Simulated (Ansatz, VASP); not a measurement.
## Al16N16O: VASP beside Ansatz

```xyz
33
Lattice="6.2595 0.0000 0.0000 -3.1298 5.4209 0.0000 0.0000 0.0000 10.0348" Properties=species:S:1:pos:R:3 pbc="T T T"
Al    1.5736    0.9447    2.4644
Al   -0.0099    1.8571    4.9535
Al    1.5286    0.9664    7.5088
Al   -0.0158    1.8545   10.0364
Al   -0.0093    3.6861    2.4645
Al   -1.5534    4.5805    5.0491
Al   -0.0131    3.6362    7.5086
Al   -1.5254    4.5970    9.8857
Al    4.6677    0.9446    2.4747
Al    3.0884    1.7382    5.1020
Al    4.6912    0.9582    7.5395
Al    3.1084    1.8317    9.9522
Al    3.1860    3.7032    2.0181
Al    1.4363    4.5998    5.1023
Al    3.1192    3.6645    7.4634
Al    1.5263    4.5713    9.9519
N     1.5543    0.9355    4.4269
N    -0.0175    1.8537    1.9702
N     1.5273    0.9838    9.4007
N    -0.0262    1.8485    6.8889
N    -0.0267    3.6729    4.4276
N    -1.4625    4.6334    1.7041
N     0.0012    3.6262    9.4006
N    -1.5543    4.5805    6.9865
N     4.6588    0.9386    4.4280
N     3.1184    1.8536    1.8501
N     4.6906    0.9576    9.4531
N     3.1150    1.8257    7.0290
N     2.9385    3.5595    4.9156
N     1.5502    4.5691    1.8502
N     3.1286    3.6700    9.4871
N     1.5245    4.5802    7.0294
O     0.5289   -1.4446    3.7151
```

Alike in both runs: functional PBE; k mesh 1 × 1 × 1; occupations fermi-dirac, width 0.01 eV; no spin polarisation.

Ansatz relaxed the structure, and its values are those at the end. VASP's run is a single point on that final structure, the one shown.

|  | VASP | Ansatz |
| --- | --- | --- |
| version | VASP 6.6.1 | Ansatz 0.2.0 |
| potentials or method | VASP PAW PBE potentials, release 64 (Al, N, O), cutoff 520 eV | plane-wave PAW DFT |
| valence electrons in the cell | 134 | 134 |

```tsv
	VASP	Ansatz	Ansatz less VASP
rms of the force components (eV/Å)	0.022	0.004	-0.0183
```
